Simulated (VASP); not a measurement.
Wanted: the native input for a VASP 6.6.1 run.

| Item | Value |
| --- | --- |
| Task | single point |
| Functional | PBE |
| Potentials or basis | VASP PAW PBE potentials, release 64 (Rh_pv) |
| Cutoff | 520 eV |
| k mesh | 6 × 6 × 1 |
| Occupations | gaussian, width 0.1 eV |
| Spin | no spin polarisation |
| Dipole correction | yes |
| Further INCAR settings | ALGO = Normal; EDIFF = 1e-07; NBANDS = 102 |

The structure of Rh lies in POSCAR:

```
Rh
1.0
    4.6907459883      0.0000000000      0.0000000000
   -2.3453729942      4.0623051886      0.0000000000
    0.0000000000      0.0000000000     23.6337165943
Rh
12
Direct
    0.0000000000      0.3333333333      0.3596556625
    0.3333333333      0.0000000000      0.3596556625
    0.6666666667      0.6666666667      0.3596556625
    0.3333333333      0.3333333333      0.4532185542
    0.6666666667      0.0000000000      0.4532185542
    0.0000000000      0.6666666667      0.4532185542
    0.6666666667      0.3333333333      0.5446529616
    0.0000000000      0.0000000000      0.5446529616
    0.3333333333      0.6666666667      0.5446529616
    0.0000000000      0.3333333333      0.6367052044
    0.3333333333      0.0000000000      0.6367052044
    0.6666666667      0.6666666667      0.6367052044
```

These files were run (other wordings do the same):

INCAR

```
SYSTEM = Rh
PREC = Accurate
ENCUT = 520
EDIFF = 1E-7
ISMEAR = 0
SIGMA = 0.1
LREAL = .False.
LASPH = .True.
NELM = 100
ALGO = Normal
ISIF = 2
LWAVE = .False.
LCHARG = .False.
LDIPOL = .True.
IDIPOL = 3
DIPOL = 0.5 0.5 0.499
GGA = PE
NBANDS = 102
```

KPOINTS

```
Automatic mesh
0
Gamma
  6 6 1
  0 0 0
```

Potentials or basis: VASP PAW PBE potentials, release 64 (Rh_pv).

The run is started by

```console
$ cat potpaw_PBE.64/Rh_pv/POTCAR > POTCAR
$ mpirun -np 1 vasp_std > vasp.out
```

Results of the run:

```
Largest force          : 0.254 eV/Å
Band gap on the k mesh : zero (bands 90 and 91 overlap by 0.31 eV)
```

Wall time 18 min on 1 thread of Intel(R) Xeon(R) Platinum 8559C (Emerald Rapids), on a shared host, peak memory 0.62 GiB.
